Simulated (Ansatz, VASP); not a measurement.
Two plane-wave programs on TePb

```xyz
2
Lattice="4.0023 0.0000 0.0000 0.0000 4.0023 0.0000 0.0000 0.0000 4.0023" Properties=species:S:1:pos:R:3 pbc="T T T"
Pb    0.0000    0.0000    0.0000
Te    2.0011    2.0011    2.0011
```

Alike in both runs: task relaxation of cell and atoms; functional BLYP; dispersion D3(BJ); k mesh 7 × 7 × 7; occupations fermi-dirac, width 0.05 eV; no spin polarisation.

|  | VASP | Ansatz |
| --- | --- | --- |
| version | VASP 6.6.1 | Ansatz 0.2.0 |
| potentials or method | VASP PAW PBE potentials, release 64 (Pb_d, Te) | Ansatz PAW |
| plane-wave cutoff (eV) | 600 | 420 |
| valence electrons in the cell | 20 | 30 |

|  | VASP | Ansatz | Ansatz less VASP |
| --- | --- | --- | --- |
| gap on the k mesh at the Fermi level, each at its own relaxed structure (eV) | none | none | - |
| relaxed volume (Å³/atom) | 33.92 | 33.91 | -0.010 |
| relaxed length of the cell vector where the two differ most in proportion (Å) | 4.078 | 4.078 | -0.0004 |

VASP's potentials were made for PBE, not for BLYP. A gap of «none» marks a metal or a gap that the smearing closes. VASP's potentials hold 20 valence electrons a cell and Ansatz's 30, so a difference there can come from the potentials and not from the codes.

Spin-orbit coupling is off throughout. Noted on Ansatz's run: the plane-wave basis is chosen anew once the cell has moved, so the energies of steps on either side of that aren't comparable.
